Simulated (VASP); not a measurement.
# CrI (Pnma) in VASP: single point with PBE

Aim: the single point of CrI with PBE.

Everything below comes from runs of VASP 6.6.1. Logs are shortened: lines on timing, memory, paths and dates and some standing lists are left out, and cuts for length are marked.

## (1) The cell of the first run

Symmetry: Pnma, No. 62, orthorhombic system. Conventional cell: a = 6.241 Å, b = 3.972 Å, c = 6.712 Å, α = 90.00°, β = 90.00°, γ = 90.00°. Within 3.3 Å of Cr (site symmetry m) lie 6 I at 2.44 to 2.94 Å and 4 Cr at 3.22 to 3.23 Å. I (site symmetry m) has 6 Cr at 2.44 to 2.94 Å within 3.2 Å.

## (2) Single point, PBE

INCAR reads:

```
SYSTEM = CrI
ALGO     = Normal         ! electronic algorithm
EDIFF    = 1E-7           ! SCF threshold, eV
ENCUT    = 520            ! plane-wave cutoff, eV
GGA      = PE             ! functional
ISIF     = 2              ! what is computed and relaxed
ISMEAR   = -1             ! smearing method
LASPH    = .True.         ! aspherical terms in the spheres
LCHARG   = .False.        ! write CHGCAR
LREAL    = .False.        ! projectors in reciprocal space
LWAVE    = .False.        ! write WAVECAR
NBANDS   = 48             ! bands
NELM     = 60             ! most SCF steps
PREC     = Accurate       ! precision mode
SIGMA    = 0.0213         ! smearing width, eV
```

KPOINTS reads:

```
k-points
0
Gamma
  5 6 9
  0 0 0
```

POSCAR reads:

```
CrI
1.0
    6.7120440000      0.0000000000      0.0000000000
    0.0000000000      6.2410230000      0.0000000000
    0.0000000000      0.0000000000      3.9715600000
Cr I
4 4
Direct
    0.1890000000      0.0020000000      0.2500000000
    0.8110000000      0.9980000000      0.7500000000
    0.6890000000      0.4980000000      0.7500000000
    0.3110000000      0.5020000000      0.2500000000
    0.5720000000      0.2310000000      0.2500000000
    0.4280000000      0.7690000000      0.7500000000
    0.0720000000      0.2690000000      0.7500000000
    0.9280000000      0.7310000000      0.2500000000
```

Potentials or basis: VASP PAW PBE potentials, release 64 (Cr_pv, I).

On the command line:

```bash
$ cat potpaw_PBE.64/Cr_pv/POTCAR potpaw_PBE.64/I/POTCAR > POTCAR
$ mpirun -np 1 vasp_std > vasp.out
```

OUTCAR:

```text
SYSTEM = CrI
   EDIFF = 1E-7
   ENCUT = 520
   GGA = PE
   ISIF = 2
   ISMEAR = -1
   LASPH = .True.
   LREAL = .False.
   NELM = 60
   PREC = Accurate

 ion  position               nearest neighbor table
   1  0.189  0.002  0.250-   8 2.44   7 2.71   7 2.71   6 2.94   6 2.94   5 2.94
   2  0.811  0.998  0.750-   7 2.44   8 2.71   8 2.71   5 2.94   5 2.94   6 2.94
   3  0.689  0.498  0.750-   6 2.44   5 2.71   5 2.71   8 2.94   8 2.94   7 2.94
   4  0.311  0.502  0.250-   5 2.44   6 2.71   6 2.71   7 2.94   7 2.94   8 2.94
   5  0.572  0.231  0.250-   4 2.44   3 2.71   3 2.71   2 2.94   2 2.94   1 2.94
   6  0.428  0.769  0.750-   3 2.44   4 2.71   4 2.71   1 2.94   1 2.94   2 2.94
   7  0.072  0.269  0.750-   2 2.44   1 2.71   1 2.71   4 2.94   4 2.94   3 2.94
   8  0.928  0.731  0.250-   1 2.44   2 2.71   2 2.71   3 2.94   3 2.94   4 2.94

  LATTYP: Found a simple orthorhombic cell.
 ALAT       =     3.9715600000
 B/A-ratio  =     1.5714286074
 C/A-ratio  =     1.6900270926

  Lattice vectors:

 A1 = (   0.0000000000,   0.0000000000,  -3.9715600000)
 A2 = (   0.0000000000,   6.2410230000,   0.0000000000)
 A3 = (   6.7120440000,   0.0000000000,   0.0000000000)

Analysis of symmetry for initial positions (statically):
=====================================================================
 Subroutine PRICEL returns:
 Original cell was already a primitive cell.

 Routine SETGRP: Setting up the symmetry group for a
 simple orthorhombic supercell.

 Subroutine GETGRP returns: Found  8 space group operations
 (whereof  2 operations were pure point group operations)
 out of a pool of  8 trial point group operations.

The static configuration has the point symmetry S_2 .
 The point group associated with its full space group is D_2h.

Analysis of symmetry for dynamics (positions and initial velocities):
=====================================================================
 Subroutine PRICEL returns:
 Original cell was already a primitive cell.

 Routine SETGRP: Setting up the symmetry group for a
 simple orthorhombic supercell.

 Subroutine GETGRP returns: Found  8 space group operations
 (whereof  2 operations were pure point group operations)
 out of a pool of  8 trial point group operations.

The dynamic configuration has the point symmetry S_2 .
 The point group associated with its full space group is D_2h.

 Subroutine INISYM returns: Found  8 space group operations
 (whereof  2 operations are pure point group operations),
 and found     1 'primitive' translations

----------------------------------------------------------------------------------------

                                     Primitive cell

  volume of cell :     166.3687

  direct lattice vectors                    reciprocal lattice vectors
     6.712044000  0.000000000  0.000000000     0.148985912  0.000000000  0.000000000
     0.000000000  6.241023000  0.000000000     0.000000000  0.160230142  0.000000000
     0.000000000  0.000000000  3.971560000     0.000000000  0.000000000  0.251790229

  length of vectors
     6.712044000  6.241023000  3.971560000     0.148985912  0.160230142  0.251790229

  position of ions in fractional coordinates (direct lattice)
     0.189000000  0.002000000  0.250000000
     0.811000000  0.998000000  0.750000000
     0.689000000  0.498000000  0.750000000
     0.311000000  0.502000000  0.250000000
     0.572000000  0.231000000  0.250000000
     0.428000000  0.769000000  0.750000000
     0.072000000  0.269000000  0.750000000
     0.928000000  0.731000000  0.250000000

  ion indices of the primitive-cell ions
   primitive index   ion index
                 1           1
                 2           2
                 3           3
                 4           4
                 5           5
                 6           6
                 7           7
                 8           8

----------------------------------------------------------------------------------------

 KPOINTS: k-points

Automatic generation of k-mesh.
 Grid dimensions read from file:
 generate k-points for:    5    6    9

 Generating k-lattice:

  Cartesian coordinates                     Fractional coordinates (reciprocal lattice)
     0.029797182  0.000000000  0.000000000     0.200000000  0.000000000  0.000000000
     0.000000000  0.026705024  0.000000000     0.000000000  0.166666667  0.000000000
     0.000000000  0.000000000  0.027976692     0.000000000  0.000000000  0.111111111

  Length of vectors
     0.029797182  0.026705024  0.027976692

  Shift w.r.t. Gamma in fractional coordinates (k-lattice)
     0.000000000  0.000000000  0.000000000

 Subroutine IBZKPT returns following result:
 ===========================================

 Found     60 irreducible k-points:

 Following reciprocal coordinates:
            Coordinates               Weight
  0.000000  0.000000  0.000000      1.000000
  0.200000  0.000000  0.000000      2.000000
  0.400000  0.000000  0.000000      2.000000
  0.000000  0.166667  0.000000      2.000000
  0.200000  0.166667  0.000000      4.000000
  0.400000  0.166667  0.000000      4.000000
[... 16 lines left out ...]
  0.200000  0.500000  0.111111      4.000000
  0.400000  0.500000  0.111111      4.000000
 [... further k-points ...]
   k-points           NKPTS =     60   k-points in BZ     NKDIM =     60   number of bands    NBANDS=     48
   number of dos      NEDOS =    301   number of ions     NIONS =      8
   total plane-waves  NPLWV =  72000
   dimension x,y,z NGX =    50 NGY =   48 NGZ =   30
   dimension x,y,z NGXF=   100 NGYF=   96 NGZF=   60
   ions per type =               4   4
   NGX,Y,Z   is equivalent  to a cutoff of  12.38, 12.79, 12.56 a.u.
   NGXF,Y,Z  is equivalent  to a cutoff of  24.77, 25.57, 25.12 a.u.
 SYSTEM =  CrI
   PREC   = accura    normal or accurate (medium, high low for compatibility)
   ISTART =      0    job   : 0-new  1-cont  2-samecut
   ICHARG =      2    charge: 1-file 2-atom 10-const
   ISPIN  =      1    spin polarized calculation?
   LNONCOLLINEAR =      F non collinear calculations
   LSORBIT =      F    spin-orbit coupling
   LASPH  =      T    aspherical Exc in radial PAW
   ENCUT  =  520.0 eV  38.22 Ry    6.18 a.u.  12.48 11.60  7.38*2*pi/ulx,y,z
   NELM   =     60;   NELMIN=  2; NELMDL= -5     # of ELM steps
   EDIFF  = 0.1E-06   stopping-criterion for ELM
   LREAL  =      F    real-space projection
   EDIFFG = 0.1E-05   stopping-criterion for IOM
   NSW    =      0    number of steps for IOM
   IBRION =     -1    ionic relax: 0-MD 1-quasi-New 2-CG
   NFREE  =      0    steps in history (QN), initial steepest desc. (CG)
   ISIF   =      2    stress and relaxation
   ISYM   =      2    0-nonsym 1-usesym 2-fastsym
   POTIM  = 0.5000    time-step for ionic-motion
   TEBEG  =    0.0;   TEEND  =   0.0 temperature during run
   PSTRESS=    0.0 pullay stress
   NELECT =      76.0000    total number of electrons
   NUPDOWN=      -1.0000    fix difference up-down
   EMIN   =  10.00;   EMAX   =-10.00  energy-range for DOS
   EFERMI =   0.00;   METHOD = LEGACY
   ISMEAR =    -1;   SIGMA  =   0.02  broadening in eV -4-tet -1-fermi 0-gaus
   EFERMI_NEDOS =   21; number of points for ismear=-14 and -15
   IALGO  =     38    algorithm
   IMIX   =      4    mixing-type and parameters
     AMIX     =   0.40;   BMIX     =  1.00
     AMIX_MAG =   1.60;   BMIX_MAG =  1.00
  volume/ion in A,a.u.               =      20.80       140.34
  Fermi-wavevector in a.u.,A,eV,Ry     =   1.260827  2.382617 21.628970  1.589684
  Thomas-Fermi vector in A             =   2.394317
   LORBIT       =      0    0 simple, 1 ext, 2 COOP (PROOUT), +10 PAW based schemes
   GGA     = PE    functional components
   LHFCALC =     F    Hartree Fock is set to
   AEXX    =    0.0000 exact exchange contribution
   IVDW    =     0    specifies the selected vdW correction
   LEPSILON=     F    determine dielectric tensor
   LRPA    =     F    only Hartree local field effects (RPA)
 non-spin polarized calculation
  energy-cutoff  :      520.00
  volume of cell :      166.37
 maximum number of plane-waves:      4517
 NGX is ok and might be reduce to    50
   NGX = 25   NGY = 23   NGZ = 15

 number of electron      76.0000026 magnetization

 Free energy of the ion-electron system (eV)
  ---------------------------------------------------
  ext. energy  EPLUGINS =         0.00000000
  ---------------------------------------------------
  free energy    TOTEN  =       -35.36140952 eV

  energy without entropy =      -35.32892905  energy(sigma->0) =      -35.34516929

 E-fermi :   9.6011     XC(G=0): -10.9216

 val. band max:        9.5991447402   @ k =   0.4000   0.3333   0.4444
 cond. band min:       9.6017362027   @ k =   0.2000   0.0000   0.1111
 fundamental gap:      0.0025914625
 Fermi energy:         9.6010998637

 k-point     1 :       0.0000    0.0000    0.0000
  band No.  band energies     occupation
      1     -33.3052      2.00000
      2     -33.2990      2.00000
      3     -33.2634      2.00000
      4     -33.2626      2.00000
      5     -33.2561      2.00000
      6     -33.2510      2.00000
[... 40 lines left out ...]
     47      11.0006      0.00000
     48      11.4692      0.00000

 k-point     2 :       0.2000    0.0000    0.0000
  band No.  band energies     occupation
      1     -33.3047      2.00000
      2     -33.2996      2.00000
      3     -33.2633      2.00000
      4     -33.2627      2.00000
      5     -33.2557      2.00000
      6     -33.2516      2.00000
[... 40 lines left out ...]
     47      11.0189      0.00000
     48      11.3858      0.00000

 k-point     3 :       0.4000    0.0000    0.0000
  band No.  band energies     occupation
      1     -33.3031      2.00000
      2     -33.3012      2.00000
      3     -33.2632      2.00000
      4     -33.2630      2.00000
      5     -33.2546      2.00000
      6     -33.2530      2.00000
[... 1060 lines left out ...]
     47      11.0720      0.00000
     48      11.0720      0.00000

 k-point    24 :       0.4000    0.5000    0.1111
  band No.  band energies     occupation
      1     -33.2840      2.00000
      2     -33.2840      2.00000
      3     -33.2804      2.00000
      4     -33.2804      2.00000
      5     -33.2541      2.00000
      6     -33.2541      2.00000
[... 40 lines left out ...]
     47      10.9453      0.00000
     48      10.9453      0.00000

 [... further k-points ...]

------------------------ aborting loop because EDIFF is reached ----------------------------------------

  FORCE on cell =-STRESS in cart. coord.  units (eV):
  Direction    XX          YY          ZZ          XY          YZ          ZX
  --------------------------------------------------------------------------------------
  -------------------------------------------------------------------------------------
  Total        0.6403365     -2.5786117     -5.1241057      0.0000000      0.0000000      0.0000000
  in kB        6.1666195    -24.8327507    -49.3465680      0.0000000      0.0000000      0.0000000
  external PRESSURE =     -22.6708997 kB  Pullay stress =       0.0000000 kB

 VOLUME and BASIS-vectors are now :
 -----------------------------------------------------------------------------
  energy-cutoff  :      520.00
  volume of cell :      166.37
      direct lattice vectors                 reciprocal lattice vectors
     6.712044000  0.000000000  0.000000000     0.148985912  0.000000000  0.000000000
     0.000000000  6.241023000  0.000000000     0.000000000  0.160230142  0.000000000
     0.000000000  0.000000000  3.971560000     0.000000000  0.000000000  0.251790229

 POSITION                                       TOTAL-FORCE (eV/Angst)
 -----------------------------------------------------------------------------------
      1.26858      0.01248      0.99289         0.302122      0.882956     -0.000000
      5.44347      6.22854      2.97867        -0.302122     -0.882956      0.000000
      4.62460      3.10803      2.97867         0.302122     -0.882956     -0.000000
      2.08745      3.13299      0.99289        -0.302122      0.882956      0.000000
      3.83929      1.44168      0.99289         1.022186     -0.874556     -0.000000
      2.87275      4.79935      2.97867        -1.022186      0.874556      0.000000
      0.48327      1.67884      2.97867         1.022186      0.874556      0.000000
      6.22878      4.56219      0.99289        -1.022186     -0.874556     -0.000000
 -----------------------------------------------------------------------------------
    total drift:                               -0.000000     -0.000000      0.000000

  FREE ENERGIE OF THE ION-ELECTRON SYSTEM (eV)
  ---------------------------------------------------
  free  energy   TOTEN  =       -35.3614095202 eV

  energy  without entropy=      -35.3289290521  energy(sigma->0) =      -35.34516929
```

Wall time 16 min (1 thread of AMD EPYC 7R13, shared host); peak memory 0.46 GiB.

What came out:

```
Free energy            : -35.3614 eV
Pressure               : -2.3 GPa
Largest force          : 1.345 eV/Å
Band gap on the k mesh : zero (bands 38 and 39 overlap by 0.23 eV)
```

Forces on the atoms (eV/Å):
```
Cr   0.302  0.883  0.000
Cr  -0.302 -0.883  0.000
Cr   0.302 -0.883  0.000
Cr  -0.302  0.883  0.000
I    1.022 -0.875  0.000
I   -1.022  0.875  0.000
I    1.022  0.875  0.000
I   -1.022 -0.875  0.000
```

Stress tensor (GPa, compression positive):
```
 0.62  0.00  0.00
 0.00 -2.48  0.00
 0.00  0.00 -4.93
```

Caveat: spin-orbit coupling is left out, which moves the levels of the heavy elements; the run has no spin polarisation, though such a crystal can be magnetic; semilocal functionals often make such compounds metallic where correlation or magnetic order opens a gap, which also shifts bond lengths; forces of over 1 eV/Å act on the atoms, so gaps and moduli don't describe the material at rest.
